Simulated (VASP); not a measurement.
# SiO2 (P4_2/mnm) in VASP: a series of runs

SiO2 is run at these levels: LDA; tasks: single point.

All numbers are computed with VASP 6.6.1; they aren't measurements. Logs are shortened: lines on timing, memory, paths and dates and some standing lists are left out, and cuts for length are marked.

## Step 1: The cell of the first run

The structure is tetragonal, space group P4_2/mnm (No. 136). Conventional cell: a = 4.313 Å, b = 4.313 Å, c = 2.865 Å, α = 90.00°, β = 90.00°, γ = 90.00°. Within 2.5 Å of Si (site symmetry mmm) lie 6 O at 1.86 Å. Within 2.5 Å of O (site symmetry m2m) lie 3 Si at 1.86 Å and 1 O at 2.37 Å.

## Step 2: Single point, LDA (volume 8.883 Å^3 an atom, c/a of the conventional cell 0.6642)

File INCAR:

```
  PREC = Accurate
  ENCUT = 520
  EDIFF = 1E-6
  ISMEAR = 0
  SIGMA = 0.05
  LREAL = F
  LASPH = T
  NELM = 60
  ALGO = Normal
  ISIF = 2
  LWAVE = F
  LCHARG = T
  GGA = CA
  LELF = T
  LVHAR = T
  NBANDS = 25
```

File KPOINTS:

```
Automatic mesh
0
Gamma
  6 6 10
```

File POSCAR:

```
SiO2
1.0
    4.3132438697      0.0000000000      0.0000000000
    0.0000000000      4.3132438697      0.0000000000
    0.0000000000      0.0000000000      2.8648565783
Si O
2 4
Direct
    0.5000000000      0.5000000000      0.5000000000
    0.0000000000      0.0000000000      0.0000000000
    0.6944252994      0.6944252994      0.0000000000
    0.1944252994      0.8055747006      0.5000000000
    0.3055747006      0.3055747006      0.0000000000
    0.8055747006      0.1944252994      0.5000000000
```

Potentials or basis: VASP PAW LDA potentials, release 64 (Si, O).

On the command line:

```console
> cat potpaw_LDA.64/Si/POTCAR potpaw_LDA.64/O/POTCAR > POTCAR
> mpirun -np 1 vasp_std > vasp.out
```

OUTCAR:

```text
PREC = Accurate
   ENCUT = 520
   EDIFF = 1E-6
   ISMEAR = 0
   LREAL = F
   LASPH = T
   NELM = 60
   ISIF = 2
   GGA = CA

 ion  position               nearest neighbor table
   1  0.500  0.500  0.500-   3 1.86   5 1.86   3 1.86   5 1.86   4 1.86   6 1.86
   2  0.000  0.000  0.000-   4 1.86   6 1.86   4 1.86   6 1.86   5 1.86   3 1.86
   3  0.694  0.694  0.000-   1 1.86   1 1.86   2 1.86
   4  0.194  0.806  0.500-   2 1.86   2 1.86   1 1.86
   5  0.306  0.306  0.000-   1 1.86   1 1.86   2 1.86
   6  0.806  0.194  0.500-   2 1.86   2 1.86   1 1.86

  LATTYP: Found a simple tetragonal cell.
 ALAT       =     4.3132438697
 C/A-ratio  =     0.6642000000

  Lattice vectors:

 A1 = (   4.3132438697,   0.0000000000,   0.0000000000)
 A2 = (   0.0000000000,   4.3132438697,   0.0000000000)
 A3 = (   0.0000000000,   0.0000000000,   2.8648565783)

Analysis of symmetry for initial positions (statically):
=====================================================================
 Subroutine PRICEL returns:
 Original cell was already a primitive cell.

 Routine SETGRP: Setting up the symmetry group for a
 simple tetragonal supercell.

 Subroutine GETGRP returns: Found 16 space group operations
 (whereof  8 operations were pure point group operations)
 out of a pool of 16 trial point group operations.

The static configuration has the point symmetry D_2h.
 The point group associated with its full space group is D_4h.

Analysis of symmetry for dynamics (positions and initial velocities):
=====================================================================
 Subroutine PRICEL returns:
 Original cell was already a primitive cell.

 Routine SETGRP: Setting up the symmetry group for a
 simple tetragonal supercell.

 Subroutine GETGRP returns: Found 16 space group operations
 (whereof  8 operations were pure point group operations)
 out of a pool of 16 trial point group operations.

The dynamic configuration has the point symmetry D_2h.
 The point group associated with its full space group is D_4h.

 Subroutine INISYM returns: Found 16 space group operations
 (whereof  8 operations are pure point group operations),
 and found     1 'primitive' translations

----------------------------------------------------------------------------------------

                                     Primitive cell

  volume of cell :      53.2980

  direct lattice vectors                    reciprocal lattice vectors
     4.313243870  0.000000000  0.000000000     0.231844067  0.000000000  0.000000000
     0.000000000  4.313243870  0.000000000     0.000000000  0.231844067  0.000000000
     0.000000000  0.000000000  2.864856578     0.000000000  0.000000000  0.349057613

  length of vectors
     4.313243870  4.313243870  2.864856578     0.231844067  0.231844067  0.349057613

  position of ions in fractional coordinates (direct lattice)
     0.500000000  0.500000000  0.500000000
     0.000000000  0.000000000  0.000000000
     0.694425299  0.694425299  0.000000000
     0.194425299  0.805574701  0.500000000
     0.305574701  0.305574701  0.000000000
     0.805574701  0.194425299  0.500000000

  ion indices of the primitive-cell ions
   primitive index   ion index
                 1           1
                 2           2
                 3           3
                 4           4
                 5           5
                 6           6

----------------------------------------------------------------------------------------

 KPOINTS: Automatic mesh

Automatic generation of k-mesh.
 Grid dimensions read from file:
 generate k-points for:    6    6   10

 Generating k-lattice:

  Cartesian coordinates                     Fractional coordinates (reciprocal lattice)
     0.038640678  0.000000000  0.000000000     0.166666667  0.000000000  0.000000000
     0.000000000  0.038640678  0.000000000     0.000000000  0.166666667  0.000000000
     0.000000000  0.000000000  0.034905761     0.000000000  0.000000000  0.100000000

  Length of vectors
     0.038640678  0.038640678  0.034905761

  Shift w.r.t. Gamma in fractional coordinates (k-lattice)
     0.000000000  0.000000000  0.000000000

 Subroutine IBZKPT returns following result:
 ===========================================

 Found     60 irreducible k-points:

 Following reciprocal coordinates:
            Coordinates               Weight
  0.000000  0.000000  0.000000      1.000000
  0.166667  0.000000  0.000000      4.000000
  0.333333  0.000000  0.000000      4.000000
  0.500000  0.000000  0.000000      2.000000
  0.166667  0.166667  0.000000      4.000000
  0.333333  0.166667  0.000000      8.000000
[... 16 lines left out ...]
  0.333333  0.000000  0.200000      8.000000
  0.500000  0.000000  0.200000      4.000000
 [... further k-points ...]
   k-points           NKPTS =     60   k-points in BZ     NKDIM =     60   number of bands    NBANDS=     25
   number of dos      NEDOS =    301   number of ions     NIONS =      6
   total plane-waves  NPLWV =  24576
   dimension x,y,z NGX =    32 NGY =   32 NGZ =   24
   dimension x,y,z NGXF=    64 NGYF=   64 NGZF=   48
   ions per type =               2   4
   NGX,Y,Z   is equivalent  to a cutoff of  12.33, 12.33, 13.93 a.u.
   NGXF,Y,Z  is equivalent  to a cutoff of  24.67, 24.67, 27.85 a.u.
 SYSTEM =  unknown system
   PREC   = accura    normal or accurate (medium, high low for compatibility)
   ISTART =      0    job   : 0-new  1-cont  2-samecut
   ICHARG =      2    charge: 1-file 2-atom 10-const
   ISPIN  =      1    spin polarized calculation?
   LNONCOLLINEAR =      F non collinear calculations
   LSORBIT =      F    spin-orbit coupling
   LASPH  =      T    aspherical Exc in radial PAW
   ENCUT  =  520.0 eV  38.22 Ry    6.18 a.u.   8.02  8.02  5.33*2*pi/ulx,y,z
   NELM   =     60;   NELMIN=  2; NELMDL= -5     # of ELM steps
   EDIFF  = 0.1E-05   stopping-criterion for ELM
   LREAL  =      F    real-space projection
   EDIFFG = 0.1E-04   stopping-criterion for IOM
   NSW    =      0    number of steps for IOM
   IBRION =     -1    ionic relax: 0-MD 1-quasi-New 2-CG
   NFREE  =      0    steps in history (QN), initial steepest desc. (CG)
   ISIF   =      2    stress and relaxation
   ISYM   =      2    0-nonsym 1-usesym 2-fastsym
   POTIM  = 0.5000    time-step for ionic-motion
   TEBEG  =    0.0;   TEEND  =   0.0 temperature during run
   PSTRESS=    0.0 pullay stress
   NELECT =      32.0000    total number of electrons
   NUPDOWN=      -1.0000    fix difference up-down
   EMIN   =  10.00;   EMAX   =-10.00  energy-range for DOS
   EFERMI =   0.00;   METHOD = LEGACY
   ISMEAR =     0;   SIGMA  =   0.05  broadening in eV -4-tet -1-fermi 0-gaus
   EFERMI_NEDOS =   21; number of points for ismear=-14 and -15
   IALGO  =     38    algorithm
   IMIX   =      4    mixing-type and parameters
     AMIX     =   0.40;   BMIX     =  1.00
     AMIX_MAG =   1.60;   BMIX_MAG =  1.00
  volume/ion in A,a.u.               =       8.88        59.95
  Fermi-wavevector in a.u.,A,eV,Ry     =   1.381087  2.609877 25.951788  1.907403
  Thomas-Fermi vector in A             =   2.505904
   LORBIT       =      0    0 simple, 1 ext, 2 COOP (PROOUT), +10 PAW based schemes
   GGA     = CA    functional components
   LHFCALC =     F    Hartree Fock is set to
   AEXX    =    0.0000 exact exchange contribution
   IVDW    =     0    specifies the selected vdW correction
   LEPSILON=     F    determine dielectric tensor
   LRPA    =     F    only Hartree local field effects (RPA)
 non-spin polarized calculation
 Gauss-broadening in eV      SIGMA  =   0.05
  energy-cutoff  :      520.00
  volume of cell :       53.30
 maximum number of plane-waves:      1456
   NGX = 17   NGY = 17   NGZ = 11

 number of electron      32.0000036 magnetization

 Free energy of the ion-electron system (eV)
  ---------------------------------------------------
  ext. energy  EPLUGINS =         0.00000000
  ---------------------------------------------------
  free energy    TOTEN  =       -50.96346025 eV

  energy without entropy =      -50.96346025  energy(sigma->0) =      -50.96346025

 E-fermi :   6.6490     XC(G=0): -12.0724

 val. band max:        6.3631546062   @ k =   0.0000   0.0000   0.0000
 cond. band min:       9.5517001867   @ k =   0.0000   0.0000   0.0000
 fundamental gap:      3.1885455804
 Fermi energy:         6.6490139044

 k-point     1 :       0.0000    0.0000    0.0000
  band No.  band energies     occupation
      1     -14.6666      2.00000
      2     -11.5247      2.00000
      3     -11.5247      2.00000
      4     -11.2453      2.00000
      5      -3.8205      2.00000
      6       0.7232      2.00000
[... 17 lines left out ...]
     24      18.9475      0.00000
     25      20.1807      0.00000

 k-point     2 :       0.1667    0.0000    0.0000
  band No.  band energies     occupation
      1     -14.5358      2.00000
      2     -12.0501      2.00000
      3     -11.4624      2.00000
      4     -10.9965      2.00000
      5      -3.5884      2.00000
      6       0.0167      2.00000
[... 17 lines left out ...]
     24      18.5064      0.00000
     25      20.2261      0.00000

 k-point     3 :       0.3333    0.0000    0.0000
  band No.  band energies     occupation
      1     -14.1545      2.00000
      2     -12.8169      2.00000
      3     -11.2953      2.00000
      4     -10.9415      2.00000
      5      -2.9697      2.00000
      6      -1.0699      2.00000
[... 17 lines left out ...]
     24      18.7282      0.00000
     25      18.9864      0.00000

 k-point     4 :       0.5000    0.0000    0.0000
  band No.  band energies     occupation
      1     -13.5582      2.00000
      2     -13.5582      2.00000
      3     -11.0858      2.00000
      4     -11.0858      2.00000
      5      -2.0995      2.00000
      6      -2.0995      2.00000
[... 17 lines left out ...]
     24      17.7409      0.00000
     25      19.7619      0.00000

 k-point     5 :       0.1667    0.1667    0.0000
  band No.  band energies     occupation
      1     -14.4086      2.00000
      2     -12.2039      2.00000
      3     -11.6020      2.00000
      4     -10.9299      2.00000
      5      -3.3476      2.00000
      6      -0.1722      2.00000
[... 17 lines left out ...]
     24      18.4690      0.00000
     25      20.2705      0.00000

 k-point     6 :       0.3333    0.1667    0.0000
  band No.  band energies     occupation
      1     -14.0393      2.00000
      2     -12.7873      2.00000
      3     -11.5022      2.00000
      4     -11.0092      2.00000
      5      -2.7184      2.00000
      6      -0.9450      2.00000
[... 17 lines left out ...]
     24      18.7145      0.00000
     25      19.0243      0.00000
[... 393 lines left out ...]
 k-point    21 :       0.0000    0.0000    0.2000
  band No.  band energies     occupation
      1     -14.2358      2.00000
      2     -11.3416      2.00000
      3     -11.3416      2.00000
      4     -11.2994      2.00000
      5      -3.7023      2.00000
      6       0.3256      2.00000
[... 17 lines left out ...]
     24      18.7432      0.00000
     25      19.2600      0.00000

 k-point    22 :       0.1667    0.0000    0.2000
  band No.  band energies     occupation
      1     -14.1126      2.00000
      2     -11.8560      2.00000
      3     -11.2958      2.00000
      4     -11.0223      2.00000
      5      -3.4390      2.00000
      6      -0.0500      2.00000
[... 17 lines left out ...]
     24      18.7541      0.00000
     25      18.8226      0.00000

 k-point    23 :       0.3333    0.0000    0.2000
  band No.  band energies     occupation
      1     -13.7554      2.00000
      2     -12.5308      2.00000
      3     -11.1767      2.00000
      4     -10.9541      2.00000
      5      -2.7436      2.00000
      6      -0.7830      2.00000
[... 17 lines left out ...]
     24      17.9996      0.00000
     25      19.5077      0.00000

 k-point    24 :       0.5000    0.0000    0.2000
  band No.  band energies     occupation
      1     -13.2033      2.00000
      2     -13.2033      2.00000
      3     -11.0365      2.00000
      4     -11.0365      2.00000
      5      -1.8037      2.00000
      6      -1.8037      2.00000
[... 17 lines left out ...]
     24      17.6713      0.00000
     25      19.3406      0.00000

 [... further k-points ...]
[... 5 lines left out ...]
  --------------------------------------------------------------------------------------
  -------------------------------------------------------------------------------------
  Total      -10.1856864    -10.1856864    -16.4012688      0.0000000      0.0000000      0.0000000
  in kB     -306.1892739   -306.1892739   -493.0342808      0.0000000      0.0000000      0.0000000
  external PRESSURE =    -368.4709429 kB  Pullay stress =       0.0000000 kB

 VOLUME and BASIS-vectors are now :
 -----------------------------------------------------------------------------
  energy-cutoff  :      520.00
  volume of cell :       53.30
      direct lattice vectors                 reciprocal lattice vectors
     4.313243870  0.000000000  0.000000000     0.231844067  0.000000000  0.000000000
     0.000000000  4.313243870  0.000000000     0.000000000  0.231844067  0.000000000
     0.000000000  0.000000000  2.864856578     0.000000000  0.000000000  0.349057613

 POSITION                                       TOTAL-FORCE (eV/Angst)
 -----------------------------------------------------------------------------------
      2.15662      2.15662      1.43243         0.000000      0.000000     -0.000000
      0.00000      0.00000      0.00000         0.000000      0.000000     -0.000000
      2.99523      2.99523      0.00000        -0.294756     -0.294756      0.000000
      0.83860      3.47464      1.43243        -0.294756      0.294756     -0.000000
      1.31802      1.31802      0.00000         0.294756      0.294756     -0.000000
      3.47464      0.83860      1.43243         0.294756     -0.294756      0.000000
 -----------------------------------------------------------------------------------
    total drift:                                0.000000      0.000000     -0.000000

  FREE ENERGIE OF THE ION-ELECTRON SYSTEM (eV)
  ---------------------------------------------------
  free  energy   TOTEN  =       -50.9634602486 eV

  energy  without entropy=      -50.9634602486  energy(sigma->0) =      -50.96346025
```

It took 23 s on 1 thread of Intel Xeon 6975P-C (Granite Rapids), shared host; peak memory 0.17 GiB.

Results:

```
Free energy            : -50.9635 eV
Pressure               : -36.8 GPa
Largest force          : 0.417 eV/Å
Band gap on the k mesh : 3.19 eV, direct
```

Forces on the atoms (eV/Å):
```
Si   0.000  0.000  0.000
Si   0.000  0.000  0.000
O   -0.295 -0.295  0.000
O   -0.295  0.295  0.000
O    0.295  0.295  0.000
O    0.295 -0.295  0.000
```

## Step 3: Single point, LDA (volume 8.883 Å^3 an atom, c/a of the conventional cell 0.5742)

File INCAR:

```
SYSTEM = SiO2
ALGO = Normal
EDIFF = 1E-7
ENCUT = 520
ISIF = 2
ISMEAR = 0
LASPH = .TRUE.
LCHARG = .FALSE.
LREAL = .FALSE.
LWAVE = .FALSE.
NBANDS = 25
NELM = 80
PREC = Accurate
SIGMA = 0.05
```

File KPOINTS:

```
k-points
0
G
  6 6 10
  0 0 0
```

Edit POSCAR of step 2 so:

```diff
@@ -2,5 +2,5 @@
 1.0
-    4.3132438697      0.0000000000      0.0000000000
-    0.0000000000      4.3132438697      0.0000000000
-    0.0000000000      0.0000000000      2.8648565783
+    4.5277514130      0.0000000000      0.0000000000
+    0.0000000000      4.5277514130      0.0000000000
+    0.0000000000      0.0000000000      2.5998348613
 Si O
```

Potentials or basis: VASP PAW LDA potentials, release 64 (Si, O).

On the command line:

```console
> cat potpaw_LDA.64/Si/POTCAR potpaw_LDA.64/O/POTCAR > POTCAR
> mpirun -np 1 vasp_std > vasp.out
```

It took 25 s on 1 thread of Intel Xeon 6975P-C (Granite Rapids), shared host; peak memory 0.18 GiB.

Results (log left out):

* Free energy: -50.7442 eV
* Pressure: -30.2 GPa
* Largest force: 1.926 eV/Å
* Band gap on the k mesh: 3.58 eV, direct

Forces on the atoms (eV/Å):
```
Si   0.000  0.000  0.000
Si   0.000  0.000  0.000
O   -1.362 -1.362  0.000
O   -1.362  1.362  0.000
O    1.362  1.362  0.000
O    1.362 -1.362  0.000
```

Stress tensor (GPa, compression positive):
```
-42.22   0.00   0.00
  0.00 -42.22   0.00
  0.00   0.00  -6.24
```

Levels at points of the mesh, in eV from the valence-band top:
```tsv
k point	band 14	band 15	band 16	band 17	band 18	band 19
(0.00, 0.00, 0.00)	-0.89	-0.89	0.00	3.58	7.57	8.29
(0.50, 0.00, 0.00)	-1.86	-1.04	-1.04	6.22	6.22	9.38
(0.50, 0.50, 0.00)	-2.19	-2.11	-2.11	6.41	6.41	9.82
(0.00, 0.00, 0.50)	-2.18	-2.16	-2.16	7.00	7.00	10.24
(0.50, 0.00, 0.50)	-2.04	-1.38	-1.38	6.94	6.94	7.55
(0.50, 0.50, 0.50)	-1.62	-1.21	-1.21	5.23	5.23	9.38
```

Caveat: forces of over 1 eV/Å act on the atoms, so gaps and moduli don't describe the material at rest. A k mesh can miss the band edges.

## Step 4: Single point, LDA (volume 8.883 Å^3 an atom, c/a of the conventional cell 0.7683)

File INCAR:

```
SYSTEM = SiO2
PREC     = Accurate       ! precision mode
ENCUT    = 520            ! plane-wave cutoff, eV
EDIFF    = 1E-7           ! SCF threshold, eV
ISMEAR   = 0              ! smearing method
SIGMA    = 0.05           ! smearing width, eV
LREAL    = .FALSE.        ! projectors in reciprocal space
LASPH    = .TRUE.         ! aspherical terms in the spheres
NELM     = 60             ! most SCF steps
ALGO     = Normal         ! electronic algorithm
ISIF     = 2              ! what is computed and relaxed
LWAVE    = .FALSE.        ! write WAVECAR
LCHARG   = .FALSE.        ! write CHGCAR
NBANDS   = 25             ! bands
```

File KPOINTS:

```
regular mesh
0
G
  6 6 10
  0 0 0
```

Edit POSCAR of step 3 so:

```diff
@@ -2,5 +2,5 @@
 1.0
-    4.5277514130      0.0000000000      0.0000000000
-    0.0000000000      4.5277514130      0.0000000000
-    0.0000000000      0.0000000000      2.5998348613
+    4.1089106089      0.0000000000      0.0000000000
+    0.0000000000      4.1089106089      0.0000000000
+    0.0000000000      0.0000000000      3.1568760208
 Si O
```

On the command line:

```console
> cat potpaw_LDA.64/Si/POTCAR potpaw_LDA.64/O/POTCAR > POTCAR
> mpirun -np 1 vasp_std > vasp.out
```

It took 27 s on 1 thread of Intel Xeon 6975P-C (Granite Rapids), shared host; peak memory 0.18 GiB.

The run converged. Its results:

```
Free energy            : -49.7598 eV
Pressure               : -35.7 GPa
Largest force          : 0.870 eV/Å
Band gap on the k mesh : 2.79 eV, direct
```

Forces on the atoms (eV/Å):
```
Si   0.000  0.000  0.000
Si   0.000  0.000  0.000
O    0.615  0.615  0.000
O    0.615 -0.615  0.000
O   -0.615 -0.615  0.000
O   -0.615  0.615  0.000
```

Stress tensor (GPa, compression positive):
```
-18.09   0.00   0.00
  0.00 -18.09   0.00
  0.00   0.00 -70.85
```

Levels at points of the mesh, in eV from the valence-band top:
```
           k point  band 14  band 15  band 16  band 17  band 18  band 19
(0.00, 0.00, 0.00)    -0.48    -0.48     0.00     2.79     4.13     5.45
(0.50, 0.00, 0.00)    -2.39    -0.68    -0.68     5.15     5.15     6.38
(0.50, 0.50, 0.00)    -2.77    -1.10    -1.10     4.80     4.80     7.56
(0.00, 0.00, 0.50)    -2.72    -1.80    -1.80     7.31     7.31    10.10
(0.50, 0.00, 0.50)    -1.39    -1.05    -1.05     7.41     7.41     9.73
(0.50, 0.50, 0.50)    -0.83    -0.83    -0.83     5.81     5.81    10.25
```

## Step 5: The runs side by side

| cell | gap on the mesh (eV) | pressure (GPa) | largest force (eV/Å) |
| --- | --- | --- | --- |
| a = 4.313, b = 4.313, c = 2.865 Å, 6 atoms | 3.19 | -36.8 | 0.42 |
| a = 4.528, b = 4.528, c = 2.600 Å, 6 atoms | 3.58 | -30.2 | 1.93 |
| a = 4.109, b = 4.109, c = 3.157 Å, 6 atoms | 2.79 | -35.7 | 0.87 |

Alike in all rows: task single point; level LDA; potentials or basis VASP PAW LDA potentials, release 64 (Si, O); no spin polarisation; k mesh 6 × 6 × 10; cutoff (eV) 520; smearing gaussian 0.05 eV.

Caveats: forces of over 1 eV/Å act on the atoms, so gaps and moduli don't describe the material at rest (some runs).

Absolute energies hang on the potentials; compare differences alone.
